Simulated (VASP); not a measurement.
Set up this calculation in VASP 6.6.1, as the native input.

```yaml
Task: single point
Functional: LDA
Potentials_or_basis: VASP PAW LDA potentials, release 64 (Ta_pv)
Cutoff: 520 eV
k_mesh: 10 × 10 × 10
Occupations: fermi-dirac, width 0.1 eV
Spin: no spin polarisation
Dipole_correction: no
Further_INCAR_settings: ALGO = Normal; EDIFF = 1e-06; NBANDS = 12
```

The structure of Ta lies in POSCAR:

```
Ta
1.0
   -1.6345992636      1.6345992636      1.6345992636
    1.6345992636     -1.6345992636      1.6345992636
    1.6345992636      1.6345992636     -1.6345992636
Ta
1
Direct
    0.0000000000      0.0000000000      0.0000000000
```

The input as run:

INCAR

```
PREC = Accurate ; ENCUT = 520
EDIFF = 1E-6 ; ISMEAR = -1
SIGMA = 0.1 ; LREAL = F
LASPH = T ; NELM = 100
ALGO = Normal ; ISIF = 2
LWAVE = F ; LCHARG = T
GGA = CA ; LELF = T
LVHAR = T ; NBANDS = 12
```

KPOINTS

```
regular mesh
0
Gamma
  10 10 10
```

Potentials or basis: VASP PAW LDA potentials, release 64 (Ta_pv).

The run is started by

```bash
$ cat potpaw_LDA.64/Ta_pv/POTCAR > POTCAR
$ mpirun -np 1 vasp_std > vasp.out
```

It gave:

```
Pressure : -0.7 GPa
```

Wall time 3.7 s on 1 thread of Intel Xeon 6975P-C, with other jobs on the host, peak memory 0.13 GiB.
